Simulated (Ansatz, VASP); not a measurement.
KCdI3: VASP beside Ansatz

```xyz
5
Lattice="5.9370 0.0000 0.0000 0.0000 5.9370 0.0000 0.0000 0.0000 5.9370" Properties=species:S:1:pos:R:3 pbc="T T T"
K     0.0000    0.0000    0.0000
Cd    2.9685    2.9685    2.9685
I     2.9685    2.9685    0.0000
I     2.9685    0.0000    2.9685
I     0.0000    2.9685    2.9685
```

Alike in both runs: task single point; functional r2SCAN; k mesh 4 × 4 × 4; occupations fermi-dirac, width 0.02 eV; no spin polarisation.

|  | VASP | Ansatz |
| --- | --- | --- |
| version | VASP 6.6.1 | Ansatz 0.2.0 |
| potentials or method | VASP PAW PBE potentials, release 64 (K_sv, Cd, I) | plane waves, PAW |
| plane-wave cutoff (eV) | 520 | 500 |
| valence electrons in the cell | 42 | 80 |

|  | VASP | Ansatz | Ansatz less VASP |
| --- | --- | --- | --- |
| pressure (GPa) | 0.1 | 0.0 | -0.06 |

VASP's potentials were made for PBE, not for r2SCAN. VASP's potentials hold 42 valence electrons a cell and Ansatz's 80, so a difference there can come from the potentials and not from the codes.

Neither program's run includes spin-orbit coupling.
